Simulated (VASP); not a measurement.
Wanted: the native input for a VASP 6.6.1 run.

* Task: single point
* Functional: PBEsol
* Dispersion: D3(BJ)
* Potentials or basis: VASP PAW PBE potentials, release 64 (In_d, Sb)
* Cutoff: 520 eV
* k mesh: 12 × 12 × 12
* Occupations: gaussian, width 0.15 eV
* Spin: no spin polarisation
* Dipole correction: no
* Further INCAR settings: ALGO = Fast; EDIFF = 1e-06; NBANDS = 30

The structure of In3Sb lies in POSCAR:

```
In3Sb
1.0
    5.0409075458      0.0000000000      0.0000000000
    0.0000000000      5.0409075458      0.0000000000
    0.0000000000      0.0000000000      3.9319078857
In Sb
3 1
Direct
    0.5000000000      0.5000000000      0.0000000000
    0.5000000000      0.0000000000      0.5000000000
    0.0000000000      0.5000000000      0.5000000000
    0.0000000000      0.0000000000      0.0000000000
```

This cell differs from its parent crystal: ratio of the length along z to the lengths across it x 0.78, volume and fractional coordinates fixed.

One way to write it, as run:

INCAR

```
SYSTEM = In3Sb
PREC = Accurate
ENCUT = 520
EDIFF = 1E-6
ISMEAR = 0
SIGMA = 0.15
LREAL = .FALSE.
LASPH = .TRUE.
NELM = 60
ALGO = Fast
ISIF = 2
LWAVE = .FALSE.
LCHARG = .FALSE.
GGA = PS
IVDW = 12
NBANDS = 30
```

KPOINTS

```
regular mesh
0
G
  12 12 12
  0 0 0
```

Potentials or basis: VASP PAW PBE potentials, release 64 (In_d, Sb).

The run is started by

```console
$ cat potpaw_PBE.64/In_d/POTCAR potpaw_PBE.64/Sb/POTCAR > POTCAR
$ mpirun -np 1 vasp_std > vasp.out
```

It gave:

```yaml
Pressure: -0.6 GPa
Band_gap_on_the_k_mesh: zero (band 22 reaches 10.54 eV, above the bottom of band 23 at 4.68 eV)
Dispersion_energy_per_atom: -0.416 eV
```

Caveat: the PAW data sets were made with another functional, which shifts forces and pressure a little; spin-orbit coupling is left out, which moves the levels of the heavy elements; pairwise dispersion overbinds metals, which lowers pressure and volume.

Run time: 16 min on 1 thread of Oxide Virtual Turin-like Processor, with other jobs on the host, peak memory 0.55 GiB.
